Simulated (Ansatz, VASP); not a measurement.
# GaN: VASP beside Ansatz

Contents of POSCAR:

```
GaN
1.0
    0.0000000000      2.2489367689      2.3164048720
    2.2489367689      0.0000000000      2.3164048720
    2.2489367689      2.2489367689      0.0000000000
Ga N
1 1
Direct
    0.0000000000      0.0000000000      0.0000000000
    0.7500000000      0.7500000000      0.7500000000
```

Contents of INCAR.step1:

```
SYSTEM = GaN
PREC     = Accurate       ! precision mode
ENCUT    = 520            ! plane-wave cutoff, eV
ISMEAR   = 0              ! smearing method
SIGMA    = 0.05           ! smearing width, eV
LREAL    = .False.        ! projectors in reciprocal space
LASPH    = .True.         ! aspherical terms in the spheres
NELM     = 80             ! most SCF steps
NBANDS   = 16             ! bands
GGA      = PE             ! functional
ALGO     = Normal         ! electronic algorithm
EDIFF    = 1E-4           ! SCF threshold, eV
LWAVE    = .True.         ! write WAVECAR
LCHARG   = .False.        ! write CHGCAR
```

INCAR.step2

```
SYSTEM = GaN
PREC     = Accurate       ! precision mode
ENCUT    = 520            ! plane-wave cutoff, eV
EDIFF    = 1E-6           ! SCF threshold, eV
ISMEAR   = 0              ! smearing method
SIGMA    = 0.05           ! smearing width, eV
LREAL    = .False.        ! projectors in reciprocal space
LASPH    = .True.         ! aspherical terms in the spheres
NELM     = 80             ! most SCF steps
ALGO     = Normal         ! electronic algorithm
ISIF     = 2              ! what is computed and relaxed
LWAVE    = .False.        ! write WAVECAR
LCHARG   = .True.         ! write CHGCAR
METAGGA  = R2SCAN         ! meta-GGA
LMIXTAU  = .True.       
LELF     = .True.         ! ELF
LVHAR    = .True.       
NBANDS   = 16             ! bands
ISTART   = 1
```

Contents of KPOINTS:

```
regular mesh
0
Gamma
  10 10 10
  0 0 0
```

Input for Ansatz:

```yaml
crystal:
  lattice:
    - [0.0, 2.2489367689, 2.316404872]
    - [2.2489367689, 0.0, 2.316404872]
    - [2.2489367689, 2.2489367689, 0.0]
  atoms:
    - { symbol: Ga, position: [0.0, 0.0, 0.0] }
    - { symbol: "N", position: [0.75, 0.75, 0.75] }
basis:
  ecutwfc: 500
kpoints:
  mp_grid: { grid: [10, 10, 10] }
hamiltonian:
  xc: r2scan
scf:
  occupations: { method: gaussian, width: 0.05 }
output:
  forces: true
  stress: true
  eigenvalues: true
```

Change from the starting cell: strain +0.000 along x and y, +0.030 along z, atoms carried along.

Alike in both runs: task single point; functional r2SCAN; k mesh 10 × 10 × 10; occupations gaussian, width 0.05 eV; no spin polarisation.

```csv
,VASP,Ansatz
version,VASP 6.6.1,Ansatz 0.2.0
potentials or method,"VASP PAW PBE potentials, release 64 (Ga_d, N), cutoff 520 eV","scalar-relativistic, plane waves, PAW"
valence electrons in the cell,18,18
```

```csv
,VASP,Ansatz,Ansatz less VASP
gap on the k mesh at the Fermi level (eV),1.91,1.92,+0.007
least direct gap on the mesh (eV),1.91,1.92,+0.007
pressure (GPa),-4.5,-5.5,-1.00
"traceless stress, the component that is largest in VASP (GPa)",-2.71,-2.82,-0.107
```

VASP's potentials were made for PBE, not for r2SCAN. The functional is the same, so the differences come from potentials, cutoffs and numerics.
